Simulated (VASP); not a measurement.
# WF2 (P4_2/mnm) in VASP: single point with PBE

Aim: the single point of WF2 with PBE.

All numbers are computed with VASP 6.6.1; they aren't measurements. Logs are shortened: lines on timing, memory, paths and dates and some standing lists are left out, and cuts for length are marked.

## Step 1: The cell of the first run

Symmetry: P4_2/mnm, No. 136, tetragonal system. The conventional cell has a = 5.879 Å, b = 5.879 Å, c = 2.477 Å, α = 90.00°, β = 90.00°, γ = 90.00°. Within 2.7 Å of W (site symmetry mmm) lie 6 F at 2.05 to 2.45 Å and 2 W at 2.48 Å. Within 2.7 Å of F (site symmetry m2m) lie 3 W at 2.05 to 2.45 Å and 2 F at 2.48 Å.

## Step 2: Single point, PBE, collinear spin, zero start

INCAR reads:

```
SYSTEM = WF2
  PREC = Accurate
  ENCUT = 520
  EDIFF = 1E-6
  ISMEAR = 0
  SIGMA = 0.1
  LREAL = .FALSE.
  LASPH = .TRUE.
  NELM = 150
  ALGO = Normal
  ISIF = 2
  LWAVE = .FALSE.
  LCHARG = .FALSE.
  ISPIN = 2
  MAGMOM = 0 0 0 0 0 0
  LORBIT = 11
  NUPDOWN = 0.0
  LMAXMIX = 4
  GGA = PE
  NBANDS = 41
```

KPOINTS reads:

```
regular mesh
0
G
  6 6 14
  0 0 0
```

POSCAR reads:

```
WF2
1.0
    5.8785241806      0.0000000000      0.0000000000
    0.0000000000      5.8785241806      0.0000000000
    0.0000000000      0.0000000000      2.4769626336
W F
2 4
Direct
    0.0000000000      0.0000000000      0.0000000000
    0.5000000000      0.5000000000      0.5000000000
    0.2463486688      0.2463486688      0.0000000000
    0.7536513312      0.7536513312      0.0000000000
    0.7463486688      0.2536513312      0.5000000000
    0.2536513312      0.7463486688      0.5000000000
```

Potentials or basis: VASP PAW PBE potentials, release 64 (W_sv, F).

Command:

```console
> cat potpaw_PBE.64/W_sv/POTCAR potpaw_PBE.64/F/POTCAR > POTCAR
> mpirun -np 1 vasp_std > vasp.out
```

OUTCAR:

```text
SYSTEM = WF2
   PREC = Accurate
   ENCUT = 520
   EDIFF = 1E-6
   ISMEAR = 0
   LREAL = .FALSE.
   LASPH = .TRUE.
   NELM = 150
   ISIF = 2
   ISPIN = 2
   LORBIT = 11
   NUPDOWN = 0.0
   GGA = PE

 ion  position               nearest neighbor table
   1  0.000  0.000  0.000-   3 2.05   4 2.05   5 2.45   6 2.45   5 2.45   6 2.45
   2  0.500  0.500  0.500-   5 2.05   6 2.05   3 2.45   4 2.45   3 2.45   4 2.45
   3  0.246  0.246  0.000-   1 2.05   2 2.45   2 2.45
   4  0.754  0.754  0.000-   1 2.05   2 2.45   2 2.45
   5  0.746  0.254  0.500-   2 2.05   1 2.45   1 2.45
   6  0.254  0.746  0.500-   2 2.05   1 2.45   1 2.45

  LATTYP: Found a simple tetragonal cell.
 ALAT       =     5.8785241806
 C/A-ratio  =     0.4213579051

  Lattice vectors:

 A1 = (   5.8785241806,   0.0000000000,   0.0000000000)
 A2 = (   0.0000000000,   5.8785241806,   0.0000000000)
 A3 = (   0.0000000000,   0.0000000000,   2.4769626336)

Analysis of symmetry for initial positions (statically):
=====================================================================
 Subroutine PRICEL returns:
 Original cell was already a primitive cell.

 Routine SETGRP: Setting up the symmetry group for a
 simple tetragonal supercell.

 Subroutine GETGRP returns: Found 16 space group operations
 (whereof  8 operations were pure point group operations)
 out of a pool of 16 trial point group operations.

The static configuration has the point symmetry D_2h.
 The point group associated with its full space group is D_4h.

Analysis of symmetry for dynamics (positions and initial velocities):
=====================================================================
 Subroutine PRICEL returns:
 Original cell was already a primitive cell.

 Routine SETGRP: Setting up the symmetry group for a
 simple tetragonal supercell.

 Subroutine GETGRP returns: Found 16 space group operations
 (whereof  8 operations were pure point group operations)
 out of a pool of 16 trial point group operations.

The dynamic configuration has the point symmetry D_2h.
 The point group associated with its full space group is D_4h.

Analysis of structural, dynamic, and magnetic symmetry:
=====================================================================
 Subroutine PRICEL returns:
 Original cell was already a primitive cell.

 Routine SETGRP: Setting up the symmetry group for a
 simple tetragonal supercell.

 Subroutine GETGRP returns: Found 16 space group operations
 (whereof  8 operations were pure point group operations)
 out of a pool of 16 trial point group operations.

The overall configuration has the point symmetry D_2h.
 The point group associated with its full space group is D_4h.

 Subroutine INISYM returns: Found 16 space group operations
 (whereof  8 operations are pure point group operations),
 and found     1 'primitive' translations

----------------------------------------------------------------------------------------

                                     Primitive cell

  volume of cell :      85.5965

  direct lattice vectors                    reciprocal lattice vectors
     5.878524181  0.000000000  0.000000000     0.170110723  0.000000000  0.000000000
     0.000000000  5.878524181  0.000000000     0.000000000  0.170110723  0.000000000
     0.000000000  0.000000000  2.476962634     0.000000000  0.000000000  0.403720261

  length of vectors
     5.878524181  5.878524181  2.476962634     0.170110723  0.170110723  0.403720261

  position of ions in fractional coordinates (direct lattice)
     0.000000000  0.000000000  0.000000000
     0.500000000  0.500000000  0.500000000
     0.246348669  0.246348669  0.000000000
     0.753651331  0.753651331  0.000000000
     0.746348669  0.253651331  0.500000000
     0.253651331  0.746348669  0.500000000

  ion indices of the primitive-cell ions
   primitive index   ion index
                 1           1
                 2           2
                 3           3
                 4           4
                 5           5
                 6           6

----------------------------------------------------------------------------------------
[... 51 lines left out ...]
 [... further k-points ...]
   k-points           NKPTS =     80   k-points in BZ     NKDIM =     80   number of bands    NBANDS=     41
   number of dos      NEDOS =    301   number of ions     NIONS =      6
   total plane-waves  NPLWV =  41472
   dimension x,y,z NGX =    48 NGY =   48 NGZ =   18
   dimension x,y,z NGXF=    96 NGYF=   96 NGZF=   36
   ions per type =               2   4
   NGX,Y,Z   is equivalent  to a cutoff of  13.57, 13.57, 12.08 a.u.
   NGXF,Y,Z  is equivalent  to a cutoff of  27.15, 27.15, 24.16 a.u.
 SYSTEM =  WF2
   PREC   = accura    normal or accurate (medium, high low for compatibility)
   ISTART =      0    job   : 0-new  1-cont  2-samecut
   ICHARG =      2    charge: 1-file 2-atom 10-const
   ISPIN  =      2    spin polarized calculation?
   LNONCOLLINEAR =      F non collinear calculations
   LSORBIT =      F    spin-orbit coupling
   LASPH  =      T    aspherical Exc in radial PAW
   ENCUT  =  520.0 eV  38.22 Ry    6.18 a.u.  10.93 10.93  4.61*2*pi/ulx,y,z
   NELM   =    150;   NELMIN=  2; NELMDL= -5     # of ELM steps
   EDIFF  = 0.1E-05   stopping-criterion for ELM
   LREAL  =      F    real-space projection
   EDIFFG = 0.1E-04   stopping-criterion for IOM
   NSW    =      0    number of steps for IOM
   IBRION =     -1    ionic relax: 0-MD 1-quasi-New 2-CG
   NFREE  =      0    steps in history (QN), initial steepest desc. (CG)
   ISIF   =      2    stress and relaxation
   ISYM   =      2    0-nonsym 1-usesym 2-fastsym
   POTIM  = 0.5000    time-step for ionic-motion
   TEBEG  =    0.0;   TEEND  =   0.0 temperature during run
   PSTRESS=    0.0 pullay stress
   NELECT =      56.0000    total number of electrons
   NUPDOWN=       0.0000    fix difference up-down
   EMIN   =  10.00;   EMAX   =-10.00  energy-range for DOS
   EFERMI =   0.00;   METHOD = LEGACY
   ISMEAR =     0;   SIGMA  =   0.10  broadening in eV -4-tet -1-fermi 0-gaus
   EFERMI_NEDOS =   21; number of points for ismear=-14 and -15
   IALGO  =     38    algorithm
   IMIX   =      4    mixing-type and parameters
     AMIX     =   0.40;   BMIX     =  1.00
     AMIX_MAG =   1.60;   BMIX_MAG =  1.00
  volume/ion in A,a.u.               =      14.27        96.27
  Fermi-wavevector in a.u.,A,eV,Ry     =   1.421190  2.685660 27.480790  2.019781
  Thomas-Fermi vector in A             =   2.542026
   LORBIT       =     11    0 simple, 1 ext, 2 COOP (PROOUT), +10 PAW based schemes
   GGA     = PE    functional components
   LHFCALC =     F    Hartree Fock is set to
   AEXX    =    0.0000 exact exchange contribution
   IVDW    =     0    specifies the selected vdW correction
   LEPSILON=     F    determine dielectric tensor
   LRPA    =     F    only Hartree local field effects (RPA)
 spin polarized calculation
 Gauss-broadening in eV      SIGMA  =   0.10
  energy-cutoff  :      520.00
  volume of cell :       85.60
 maximum number of plane-waves:      2336
 NGX is ok and might be reduce to    48
   NGX = 21   NGY = 21   NGZ =  9

 number of electron      56.0000054 magnetization       0.0000000

 number of electron      56.0000054 magnetization      -0.0000000

 Free energy of the ion-electron system (eV)
  ---------------------------------------------------
  ext. energy  EPLUGINS =         0.00000000
  ---------------------------------------------------
  free energy    TOTEN  =       -38.43892764 eV

  energy without entropy =      -38.41565765  energy(sigma->0) =      -38.42729265

 E-fermi :   5.3029     XC(G=0): -10.2156

 val. band max:        5.2956168467   @ k =   0.1667   0.1667   0.0000
 cond. band min:       5.3050065163   @ k =   0.3333   0.1667   0.0714
 fundamental gap:      0.0093896695
 Fermi energy:         5.3029403076

 spin component 1

 k-point     1 :       0.0000    0.0000    0.0000
  band No.  band energies     occupation
      1     -69.8986      1.00000
      2     -69.8983      1.00000
      3     -34.3813      1.00000
      4     -34.3813      1.00000
      5     -34.3344      1.00000
      6     -34.3344      1.00000
[... 1021 lines left out ...]
     39      13.7908      0.00000
     40      13.7908      0.00000

 [... further k-points ...]

 spin component 2

 k-point     1 :       0.0000    0.0000    0.0000
  band No.  band energies     occupation
      1     -69.8986      1.00000
      2     -69.8983      1.00000
      3     -34.3813      1.00000
      4     -34.3813      1.00000
      5     -34.3344      1.00000
      6     -34.3344      1.00000
[... 1021 lines left out ...]
     39      13.7908      0.00000
     40      13.7908      0.00000

 [... further k-points ...]

 [bands above 40 left out]

------------------------ aborting loop because EDIFF is reached ----------------------------------------

  FORCE on cell =-STRESS in cart. coord.  units (eV):
  Direction    XX          YY          ZZ          XY          YZ          ZX
  --------------------------------------------------------------------------------------
  -------------------------------------------------------------------------------------
  Total        0.4072989      0.4072989      0.3770378      0.0000000      0.0000000      0.0000000
  in kB        7.6237339      7.6237339      7.0573134      0.0000000      0.0000000      0.0000000
  external PRESSURE =       7.4349271 kB  Pullay stress =       0.0000000 kB

 VOLUME and BASIS-vectors are now :
 -----------------------------------------------------------------------------
  energy-cutoff  :      520.00
  volume of cell :       85.60
      direct lattice vectors                 reciprocal lattice vectors
     5.878524181  0.000000000  0.000000000     0.170110723  0.000000000  0.000000000
     0.000000000  5.878524181  0.000000000     0.000000000  0.170110723  0.000000000
     0.000000000  0.000000000  2.476962634     0.000000000  0.000000000  0.403720261

 POSITION                                       TOTAL-FORCE (eV/Angst)
 -----------------------------------------------------------------------------------
      0.00000      0.00000      0.00000         0.000000     -0.000000      0.000000
      2.93926      2.93926      1.23848         0.000000     -0.000000      0.000000
      1.44817      1.44817      0.00000         0.081035      0.081035     -0.000000
      4.43036      4.43036      0.00000        -0.081035     -0.081035      0.000000
      4.38743      1.49110      1.23848         0.081035     -0.081035      0.000000
      1.49110      4.38743      1.23848        -0.081035      0.081035     -0.000000
 -----------------------------------------------------------------------------------
    total drift:                                0.000000     -0.000000     -0.000000

  FREE ENERGIE OF THE ION-ELECTRON SYSTEM (eV)
  ---------------------------------------------------
  free  energy   TOTEN  =       -38.4389276440 eV

  energy  without entropy=      -38.4156576504  energy(sigma->0) =      -38.42729265

 total charge

# of ion       s       p       d       tot
------------------------------------------
    1        2.276   6.150   3.493  11.919
    2        2.276   6.150   3.493  11.919
    3        1.742   4.331   0.000   6.073
    4        1.742   4.331   0.000   6.073
    5        1.742   4.331   0.000   6.073
    6        1.742   4.331   0.000   6.073
--------------------------------------------------
tot         11.520  29.623   6.985  48.129

 magnetization (x)

# of ion       s       p       d       tot
------------------------------------------
    1        0.000   0.000   0.000   0.000
    2        0.000   0.000   0.000   0.000
    3        0.000   0.000   0.000   0.000
    4        0.000   0.000   0.000   0.000
    5        0.000   0.000   0.000   0.000
    6        0.000   0.000   0.000   0.000
--------------------------------------------------
tot          0.000   0.000   0.000   0.000
```

Run time: 28 min. Hardware: 1 thread of AMD EPYC 7R13 (Zen 3), shared host; peak memory 0.45 GiB.

What came out:

* Free energy: -38.4389 eV
* Pressure: 0.7 GPa
* Largest force: 0.115 eV/Å
* Net moment: 0.00 μB per cell
* Valence electrons inside the program's atomic spheres: W 11.92; F 6.07

Forces in eV/Å, atoms in the order of the input:
```
W    0.000  0.000  0.000
W    0.000  0.000  0.000
F    0.081  0.081  0.000
F   -0.081 -0.081  0.000
F    0.081 -0.081  0.000
F   -0.081  0.081  0.000
```

Caveat: spin-orbit coupling is left out, which moves the levels of the heavy elements; the total moment is fixed, so each spin has its own Fermi level.
